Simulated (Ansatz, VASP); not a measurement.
SnO2: VASP beside Ansatz

INCAR

```
SYSTEM = SnO2
  PREC = Accurate
  ENCUT = 520
  EDIFF = 1E-6
  ISMEAR = 0
  SIGMA = 0.05
  LREAL = .FALSE.
  LASPH = .TRUE.
  NELM = 80
  ALGO = Normal
  ISIF = 2
  LWAVE = .FALSE.
  LCHARG = .TRUE.
  GGA = PE
  LELF = .TRUE.
  LVHAR = .TRUE.
  NBANDS = 35
```

Contents of KPOINTS:

```
regular mesh
0
G
  6 6 8
  0 0 0
```

Contents of POSCAR:

```
SnO2
1.0
    4.7528685914      0.0000000000      0.0000000000
    0.0000000000      4.7528820433      0.0000000000
    0.0000000000      0.0000000000      3.3407913329
Sn O
2 4
Direct
    0.5000000000      0.5000000000      0.5000000000
    0.0000000000      0.0000000000      0.0000000000
    0.2772793161      0.2773372085      0.0000000000
    0.7772793161      0.2226627915      0.5000000000
    0.2227206839      0.7773372085      0.5000000000
    0.7227206839      0.7226627915      0.0000000000
```

Input for Ansatz:

```yaml
crystal:
  lattice:
    - [4.7528685914, 0.0, 0.0]
    - [0.0, 4.7528820433, 0.0]
    - [0.0, 0.0, 3.3407913329]
  atoms:
    - { symbol: Sn, position: [0.5, 0.5, 0.5] }
    - { symbol: Sn, position: [0.0, 0.0, 0.0] }
    - { symbol: O, position: [0.2772793161, 0.2773372085, 0.0] }
    - { symbol: O, position: [0.7772793161, 0.2226627915, 0.5] }
    - { symbol: O, position: [0.2227206839, 0.7773372085, 0.5] }
    - { symbol: O, position: [0.7227206839, 0.7226627915, 0.0] }
basis:
  ecutwfc: 520.0
kpoints:
  mp_grid: { grid: [6, 6, 8] }
hamiltonian:
  xc: pbe
  pseudopotentials: { kind: paw, azcp: { folder: soft_1 } }
scf:
  occupations: { method: gaussian, width: 0.05 }
output:
  forces: true
  stress: true
  eigenvalues: true
```

Alike in both runs: task single point; functional PBE; k mesh 6 × 6 × 8; occupations gaussian, width 0.05 eV; no spin polarisation.

```csv
,VASP,Ansatz
version,VASP 6.6.1,Ansatz 0.2.0
potentials or method,"VASP PAW PBE potentials, release 64 (Sn_d, O), cutoff 520 eV","scalar-relativistic, plane waves, PAW"
valence electrons in the cell,52,52
```

|  | VASP | Ansatz | Ansatz less VASP |
| --- | --- | --- | --- |
| gap on the k mesh at the Fermi level (eV) | 0.42 | 0.44 | +0.013 |
| least direct gap on the mesh (eV) | 0.42 | 0.44 | +0.013 |
| pressure (GPa) | 8.1 | 7.7 | -0.40 |
| traceless stress, the component that is largest in VASP (GPa) | -12.68 | -12.48 | +0.194 |
| rms of the force components (eV/Å) | 1.949 | 1.929 | -0.0198 |

Atom by atom the forces differ by 0.020 eV/Å (rms over components). With one functional, cell and mesh, what is left measures potentials, basis and numerics.
